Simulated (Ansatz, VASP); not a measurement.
## Two plane-wave programs on Li

```
CELL_PARAMETERS angstrom
3.03439 0.00000 0.00000
-1.51719 2.62785 0.00000
0.00000 0.00000 10.21621
ATOMIC_POSITIONS crystal
Li 0.00000 0.00000 0.99511
Li 0.33333 0.66667 0.25000
Li 0.00000 0.00000 0.50000
Li 0.66667 0.33333 0.75000
```

Alike in both runs: task single point; functional PBEsol; k mesh 10 × 10 × 3; no spin polarisation.

|  | VASP | Ansatz |
| --- | --- | --- |
| version | VASP 6.6.1 | Ansatz 0.2.0 |
| potentials or method | VASP PAW PBE potentials, release 64 (Li_sv) | plane waves, PAW |
| plane-wave cutoff (eV) | 520 | 420 |
| occupations | gaussian, width 0.1 eV | gaussian |
| valence electrons in the cell | 12 | 12 |

```tsv
	VASP	Ansatz	Ansatz less VASP
rms of the force components (eV/Å)	0.021	0.021	-0.0001
```

VASP's potentials were made for PBE, not for PBEsol. Atom by atom the forces differ by 0.000 eV/Å (rms over components).

Noted on VASP's run: the cutoff is under 1.25 times that of the potentials, so the pressure is a little rough.
